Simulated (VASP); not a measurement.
Input of a VASP 6.6.1 run:

INCAR

```
SYSTEM = In2HSe2
PREC = Accurate
ENCUT = 520
EDIFF = 1E-6
ISMEAR = 0
SIGMA = 0.05
LREAL = .False.
LASPH = .True.
NELM = 150
ALGO = Normal
ISIF = 2
LWAVE = .False.
LCHARG = .False.
ISPIN = 2
MAGMOM = 0 0 0 0 1
LORBIT = 11
LDIPOL = .True.
IDIPOL = 3
DIPOL = 0.5 0.5 0.363
GGA = PE
IVDW = 12
NBANDS = 32
```

Contents of KPOINTS:

```
regular mesh
0
Gamma
  9 9 1
  0 0 0
```

POSCAR

```
In2HSe2
1.0
    4.0266103726      0.0000000000      0.0000000000
   -2.0133051863      3.4871468738      0.0000000000
    0.0000000000      0.0000000000     20.8853553747
Se In H
2 2 1
Direct
    0.0000000000      0.0000000000      0.1915217591
    0.0000000000      0.0000000000      0.4493749427
    0.6666666667      0.3333333333      0.2535479421
    0.6666666667      0.3333333333      0.3873488619
    0.6666666667      0.3333333333      0.5348134700
```

Potentials or basis: VASP PAW PBE potentials, release 64 (Se, In_d, H).

The run is started by

```console
$ cat potpaw_PBE.64/Se/POTCAR potpaw_PBE.64/In_d/POTCAR potpaw_PBE.64/H/POTCAR > POTCAR
$ mpirun -np 1 vasp_std > vasp.out
```

(1) What does it give for the net moment?

(2) What does it give for the band gap on the k mesh?

(3) What does it give for the dispersion energy per atom?

## Answers

(1) 1.00 μB per cell.

(2) 0.81 eV, indirect (least direct gap 0.90 eV).

(3) -0.194 eV.

Caveat: spin-orbit coupling is left out, which moves the levels of the heavy elements.
